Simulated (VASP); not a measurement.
GeMo2, 3 atoms in the cell. It takes space group Fm-3m (No. 225, cubic). Conventional cell: a = 6.021 Å, b = 6.021 Å, c = 6.021 Å, α = 90.00°, β = 90.00°, γ = 90.00°. Within 3.4 Å of Ge (site symmetry m-3m) lie 8 Mo at 2.61 Å. Within 3.4 Å of Mo (site symmetry -43m) lie 4 Ge at 2.61 Å and 6 Mo at 3.01 Å. 

| Property | Result |
| --- | --- |
| Program | VASP 6.6.1 |
| Task | relaxation of cell and atoms |
| Functional | PBE |
| Potentials or basis | VASP PAW PBE potentials, release 64 (Ge_d, Mo_sv) |
| Cutoff | 600 eV |
| k mesh | 6 × 6 × 6 |
| Occupations | gaussian, width 0.1 eV |
| Spin | no spin polarisation |
| Dipole correction | no |
| Further INCAR settings | ALGO = Normal; EDIFF = 1e-06; IBRION = 2; EDIFFG = -0.04; NSW = 90; ISIF = 3 |

Potentials or basis: VASP PAW PBE potentials, release 64 (Ge_d, Mo_sv).

Launch:

```sh
$ cat potpaw_PBE.64/Ge_d/POTCAR potpaw_PBE.64/Mo_sv/POTCAR > POTCAR
$ mpirun -np 1 vasp_std > vasp.out
```

Hardware: 1 thread of AMD EPYC 7R43 64-Core Processor (Zen 3), on a shared host.

How long does it take, and how much memory?

Run time: 72 s on 1 thread of AMD EPYC 7R43 64-Core Processor (Zen 3), with other jobs on the host, peak memory 0.19 GiB. Counts: scf iterations 30, k points 16, ion steps 3.
